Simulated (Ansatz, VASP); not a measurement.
**Ba: VASP beside Ansatz**

```xyz
1
Lattice="-2.3706 2.3706 2.3706 2.3706 -2.3706 2.3706 2.3706 2.3706 -2.3706" Properties=species:S:1:pos:R:3 pbc="T T T"
Ba    0.0000    0.0000    0.0000
```

Change from the starting cell: volume scaled by 0.84, PAW files.

Alike in both runs: task single point; functional PBE; k mesh 11 × 11 × 11; occupations fermi-dirac, width 0.08 eV; no spin polarisation.

```csv
,VASP,Ansatz
version,VASP 6.6.1,Ansatz 0.2.0
potentials or method,"VASP PAW PBE potentials, release 64 (Ba_sv)","PAW with Ansatz's default frozen-core files, scalar-relativistic"
plane-wave cutoff (eV),520,420
valence electrons in the cell,10,10
```

|  | VASP | Ansatz | Ansatz less VASP |
| --- | --- | --- | --- |
| pressure (GPa) | 2.0 | 1.9 | -0.13 |

Spin-orbit coupling is off throughout.
